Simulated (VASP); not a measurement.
# CaH3 (P4/mbm) in VASP: single point with PBE

Aim: the single point of CaH3 with PBE.

All numbers are computed with VASP 6.6.1; they aren't measurements. Logs are shortened: lines on timing, memory, paths and dates and some standing lists are left out, and cuts for length are marked.

## 1. The cell of the first run

Symmetry: P4/mbm, No. 127, tetragonal system. The conventional cell has a = 5.635 Å, b = 5.635 Å, c = 4.261 Å, α = 90.00°, β = 90.00°, γ = 90.00°. Within 2.8 Å of Ca (site symmetry 4/m) lie 6 H at 2.13 to 2.52 Å. Within 1.2 Å of H (site symmetry m2m) lie 1 H at 0.89 Å. H (site symmetry 4/m) has 2 Ca at 2.13 Å within 2.8 Å.

## 2. Single point, PBE

File POSCAR:

```
CaH3
1.0
    5.6349685577      0.0000000000      0.0000000000
    0.0000000000      5.6349685577      0.0000000000
    0.0000000000      0.0000000000      4.2613132154
Ca H
2 6
Direct
    0.5000000000      0.5000000000      0.0000000000
    0.0000000000      0.0000000000      0.0000000000
    0.9441591185      0.4441591185      0.0000000000
    0.5558408815      0.9441591185      0.0000000000
    0.5000000000      0.5000000000      0.5000000000
    0.0558408815      0.5558408815      0.0000000000
    0.4441591185      0.0558408815      0.0000000000
    0.0000000000      0.0000000000      0.5000000000
```

File INCAR.step1:

```
SYSTEM = CaH3
PREC = Accurate ; ENCUT = 520
EDIFF = 1E-6 ; ISMEAR = 0
SIGMA = 0.1 ; LREAL = .FALSE.
LASPH = .TRUE. ; NELM = 80
ALGO = Normal ; ISIF = 2
LWAVE = .FALSE. ; LCHARG = .TRUE.
GGA = PE ; NBANDS = 23
```

File KPOINTS.step1:

```
Automatic mesh
0
G
  8 8 10
  0 0 0
```

File INCAR.step2:

```
SYSTEM = CaH3
PREC = Accurate ; ENCUT = 520
EDIFF = 1E-6 ; ISMEAR = -5
SIGMA = 0.1 ; LREAL = .FALSE.
LASPH = .TRUE. ; NELM = 80
ALGO = Normal ; ISIF = 2
LWAVE = .FALSE. ; LCHARG = .FALSE.
GGA = PE ; LORBIT = 11
NBANDS = 23 ; NEDOS = 1001
ICHARG = 11
```

File KPOINTS.step2:

```
Automatic mesh
0
G
  12 12 15
  0 0 0
```

Potentials or basis: VASP PAW PBE potentials, release 64 (Ca_sv, H).

Launch:

```sh
$ cat potpaw_PBE.64/Ca_sv/POTCAR potpaw_PBE.64/H/POTCAR > POTCAR
$ cp INCAR.step1 INCAR
$ cp KPOINTS.step1 KPOINTS
$ mpirun -np 1 vasp_std > vasp.out
$ cp INCAR.step2 INCAR
$ cp KPOINTS.step2 KPOINTS
$ mpirun -np 1 vasp_std > vasp.out
```

OUTCAR:

```text
SYSTEM = CaH3
   PREC = Accurate
   ENCUT = 520
   EDIFF = 1E-6
   ISMEAR = -5
   LREAL = .FALSE.
   LASPH = .TRUE.
   NELM = 80
   ISIF = 2
   GGA = PE
   LORBIT = 11
   ICHARG = 11

 ion  position               nearest neighbor table
   1  0.500  0.500  0.000-
   2  0.000  0.000  0.000-
   3  0.944  0.444  0.000-
   4  0.556  0.944  0.000-
   5  0.500  0.500  0.500-
   6  0.056  0.556  0.000-
   7  0.444  0.056  0.000-
   8  0.000  0.000  0.500-

  LATTYP: Found a simple tetragonal cell.
 ALAT       =     5.6349685577
 C/A-ratio  =     0.7562266181

  Lattice vectors:

 A1 = (   5.6349685577,   0.0000000000,   0.0000000000)
 A2 = (   0.0000000000,   5.6349685577,   0.0000000000)
 A3 = (   0.0000000000,   0.0000000000,   4.2613132154)

Analysis of symmetry for initial positions (statically):
=====================================================================
 Subroutine PRICEL returns:
 Original cell was already a primitive cell.

 Routine SETGRP: Setting up the symmetry group for a
 simple tetragonal supercell.

 Subroutine GETGRP returns: Found 16 space group operations
 (whereof  8 operations were pure point group operations)
 out of a pool of 16 trial point group operations.

The static configuration has the point symmetry C_4h.
 The point group associated with its full space group is D_4h.

Analysis of symmetry for dynamics (positions and initial velocities):
=====================================================================
 Subroutine PRICEL returns:
 Original cell was already a primitive cell.

 Routine SETGRP: Setting up the symmetry group for a
 simple tetragonal supercell.

 Subroutine GETGRP returns: Found 16 space group operations
 (whereof  8 operations were pure point group operations)
 out of a pool of 16 trial point group operations.

The dynamic configuration has the point symmetry C_4h.
 The point group associated with its full space group is D_4h.

 Subroutine INISYM returns: Found 16 space group operations
 (whereof  8 operations are pure point group operations),
 and found     1 'primitive' translations

----------------------------------------------------------------------------------------

                                     Primitive cell

  volume of cell :     135.3089

  direct lattice vectors                    reciprocal lattice vectors
     5.634968558  0.000000000  0.000000000     0.177463279  0.000000000  0.000000000
     0.000000000  5.634968558  0.000000000     0.000000000  0.177463279  0.000000000
     0.000000000  0.000000000  4.261313215     0.000000000  0.000000000  0.234669443

  length of vectors
     5.634968558  5.634968558  4.261313215     0.177463279  0.177463279  0.234669443

  position of ions in fractional coordinates (direct lattice)
     0.500000000  0.500000000  0.000000000
     0.000000000  0.000000000  0.000000000
     0.944159118  0.444159118  0.000000000
     0.555840882  0.944159118  0.000000000
     0.500000000  0.500000000  0.500000000
     0.055840882  0.555840882  0.000000000
     0.444159118  0.055840882  0.000000000
     0.000000000  0.000000000  0.500000000

  ion indices of the primitive-cell ions
   primitive index   ion index
                 1           1
                 2           2
                 3           3
                 4           4
                 5           5
                 6           6
                 7           7
                 8           8

----------------------------------------------------------------------------------------

 KPOINTS: Automatic mesh

Automatic generation of k-mesh.
 Grid dimensions read from file:
 generate k-points for:   12   12   15

 Generating k-lattice:

  Cartesian coordinates                     Fractional coordinates (reciprocal lattice)
     0.014788607  0.000000000  0.000000000     0.083333333  0.000000000  0.000000000
     0.000000000  0.014788607  0.000000000     0.000000000  0.083333333  0.000000000
     0.000000000  0.000000000  0.015644630     0.000000000  0.000000000  0.066666667

  Length of vectors
     0.014788607  0.014788607  0.015644630

  Shift w.r.t. Gamma in fractional coordinates (k-lattice)
     0.000000000  0.000000000  0.000000000

 TETIRR: Found   3246 inequivalent tetrahedra from    12960

 Subroutine IBZKPT returns following result:
 ===========================================

 Found    224 irreducible k-points:

 Following reciprocal coordinates:
            Coordinates               Weight
  0.000000  0.000000  0.000000      1.000000
  0.083333  0.000000  0.000000      4.000000
  0.166667  0.000000  0.000000      4.000000
  0.250000  0.000000  0.000000      4.000000
  0.333333  0.000000  0.000000      4.000000
  0.416667  0.000000  0.000000      4.000000
[... 16 lines left out ...]
  0.333333  0.333333  0.000000      4.000000
  0.416667  0.333333  0.000000      8.000000
 [... further k-points ...]
   k-points           NKPTS =    224   k-points in BZ     NKDIM =    224   number of bands    NBANDS=     23
   number of dos      NEDOS =   1001   number of ions     NIONS =      8
   total plane-waves  NPLWV =  56448
   dimension x,y,z NGX =    42 NGY =   42 NGZ =   32
   dimension x,y,z NGXF=    84 NGYF=   84 NGZF=   64
   ions per type =               2   6
   NGX,Y,Z   is equivalent  to a cutoff of  12.39, 12.39, 12.48 a.u.
   NGXF,Y,Z  is equivalent  to a cutoff of  24.78, 24.78, 24.97 a.u.
 SYSTEM =  CaH3
   PREC   = accura    normal or accurate (medium, high low for compatibility)
   ISTART =      0    job   : 0-new  1-cont  2-samecut
   ICHARG =     11    charge: 1-file 2-atom 10-const
   ISPIN  =      1    spin polarized calculation?
   LNONCOLLINEAR =      F non collinear calculations
   LSORBIT =      F    spin-orbit coupling
   LASPH  =      T    aspherical Exc in radial PAW
   ENCUT  =  520.0 eV  38.22 Ry    6.18 a.u.  10.48 10.48  7.92*2*pi/ulx,y,z
   NELM   =     80;   NELMIN=  2; NELMDL=  0     # of ELM steps
   EDIFF  = 0.1E-05   stopping-criterion for ELM
   LREAL  =      F    real-space projection
   EDIFFG = 0.1E-04   stopping-criterion for IOM
   NSW    =      0    number of steps for IOM
   IBRION =     -1    ionic relax: 0-MD 1-quasi-New 2-CG
   NFREE  =      0    steps in history (QN), initial steepest desc. (CG)
   ISIF   =      2    stress and relaxation
   ISYM   =      2    0-nonsym 1-usesym 2-fastsym
   POTIM  = 0.5000    time-step for ionic-motion
   TEBEG  =    0.0;   TEEND  =   0.0 temperature during run
   PSTRESS=    0.0 pullay stress
   NELECT =      26.0000    total number of electrons
   NUPDOWN=      -1.0000    fix difference up-down
   EMIN   =  10.00;   EMAX   =-10.00  energy-range for DOS
   EFERMI =   0.00;   METHOD = LEGACY
   ISMEAR =    -5;   SIGMA  =   0.10  broadening in eV -4-tet -1-fermi 0-gaus
   EFERMI_NEDOS =   21; number of points for ismear=-14 and -15
   IALGO  =     38    algorithm
   IMIX   =      4    mixing-type and parameters
     AMIX     =   0.40;   BMIX     =  1.00
     AMIX_MAG =   1.60;   BMIX_MAG =  1.00
  volume/ion in A,a.u.               =      16.91       114.14
  Fermi-wavevector in a.u.,A,eV,Ry     =   0.944692  1.785210 12.142436  0.892444
  Thomas-Fermi vector in A             =   2.072522
   LORBIT       =     11    0 simple, 1 ext, 2 COOP (PROOUT), +10 PAW based schemes
   GGA     = PE    functional components
   LHFCALC =     F    Hartree Fock is set to
   AEXX    =    0.0000 exact exchange contribution
   IVDW    =     0    specifies the selected vdW correction
   LEPSILON=     F    determine dielectric tensor
   LRPA    =     F    only Hartree local field effects (RPA)
 non-spin polarized calculation
 Fermi weights with tetrahedron method with Bloechl corrections
  energy-cutoff  :      520.00
  volume of cell :      135.31
 maximum number of plane-waves:      3680
 NGX is ok and might be reduce to    42

 number of electron      25.9999988 magnetization

 Free energy of the ion-electron system (eV)
  ---------------------------------------------------
  ext. energy  EPLUGINS =         0.00000000
  ---------------------------------------------------
  free energy    TOTEN  =       -22.79010298 eV

  energy without entropy =      -22.79010298  energy(sigma->0) =      -22.79010298

 E-fermi :   0.8241     XC(G=0):  -6.8637

 val. band max:        0.8300913029   @ k =   0.3333   0.0000   0.0000
 cond. band min:       0.8259882857   @ k =   0.5000   0.0000   0.0667
 fundamental gap:     -0.0041030172
 Fermi energy:         0.8241246325

 k-point     1 :       0.0000    0.0000    0.0000
  band No.  band energies     occupation
      1     -40.8587      2.00000
      2     -40.8509      2.00000
      3     -21.9901      2.00000
      4     -21.9901      2.00000
      5     -21.9304      2.00000
      6     -21.9304      2.00000
[... 15 lines left out ...]
     22       4.8579      0.00000
     23       5.0554      0.00000

 k-point     2 :       0.0833    0.0000    0.0000
  band No.  band energies     occupation
      1     -40.8586      2.00000
      2     -40.8511      2.00000
      3     -21.9893      2.00000
      4     -21.9891      2.00000
      5     -21.9317      2.00000
      6     -21.9314      2.00000
[... 15 lines left out ...]
     22       4.8342      0.00000
     23       5.0463      0.00000
[... 544 lines left out ...]
     22       4.7219      0.00000
     23       5.0186      0.00000

 k-point    24 :       0.4167    0.3333    0.0000
  band No.  band energies     occupation
      1     -40.8553      2.00000
      2     -40.8543      2.00000
      3     -22.0009      2.00000
      4     -21.9933      2.00000
      5     -21.9335      2.00000
      6     -21.9257      2.00000
[... 15 lines left out ...]
     22       4.7105      0.00000
     23       5.0318      0.00000

 [... further k-points ...]

------------------------ aborting loop because EDIFF is reached ----------------------------------------

  FORCE on cell =-STRESS in cart. coord.  units (eV):
  Direction    XX          YY          ZZ          XY          YZ          ZX
  --------------------------------------------------------------------------------------
  -------------------------------------------------------------------------------------
  Total       -0.0647308     -0.0647308     -0.0087469      0.0000000     -0.0000000      0.0000000
  in kB       -0.7664701     -0.7664701     -0.1035716      0.0000000     -0.0000000      0.0000000
  external PRESSURE =      -0.5455039 kB  Pullay stress =       0.0000000 kB

 VOLUME and BASIS-vectors are now :
 -----------------------------------------------------------------------------
  energy-cutoff  :      520.00
  volume of cell :      135.31
      direct lattice vectors                 reciprocal lattice vectors
     5.634968558  0.000000000  0.000000000     0.177463279  0.000000000  0.000000000
     0.000000000  5.634968558  0.000000000     0.000000000  0.177463279  0.000000000
     0.000000000  0.000000000  4.261313215     0.000000000  0.000000000  0.234669443

 POSITION                                       TOTAL-FORCE (eV/Angst)
 -----------------------------------------------------------------------------------
      2.81748      2.81748      0.00000         0.000000      0.000000      0.000000
      0.00000      0.00000      0.00000         0.000000      0.000000      0.000000
      5.32031      2.50282      0.00000         0.006244      0.006244      0.000000
      3.13215      5.32031      0.00000        -0.006244      0.006244      0.000000
      2.81748      2.81748      2.13066         0.000000      0.000000      0.000000
      0.31466      3.13215      0.00000        -0.006244     -0.006244      0.000000
      2.50282      0.31466      0.00000         0.006244     -0.006244     -0.000000
      0.00000      0.00000      2.13066         0.000000      0.000000      0.000000
 -----------------------------------------------------------------------------------
    total drift:                                0.000000     -0.000000     -0.000000

  FREE ENERGIE OF THE ION-ELECTRON SYSTEM (eV)
  ---------------------------------------------------
  free  energy   TOTEN  =       -22.7901029843 eV

  energy  without entropy=      -22.7901029843  energy(sigma->0) =      -22.79010298

 total charge

# of ion       s       p       d       tot
------------------------------------------
    1        2.057   5.833   0.262   8.152
    2        2.057   5.833   0.262   8.152
    3        0.536   0.021   0.000   0.557
    4        0.536   0.021   0.000   0.557
    5        0.545   0.001   0.000   0.546
    6        0.536   0.021   0.000   0.557
    7        0.536   0.021   0.000   0.557
    8        0.545   0.001   0.000   0.546
--------------------------------------------------
tot          7.350  11.750   0.525  19.625
```

Run time: 12 min. Hardware: 1 thread of Oxide Virtual Turin-like, shared host; peak memory 0.61 GiB.

What came out:

| Property | Result |
| --- | --- |
| Valence electrons inside the program's atomic spheres | Ca 8.15; H 0.56, 0.55 (each value once) |
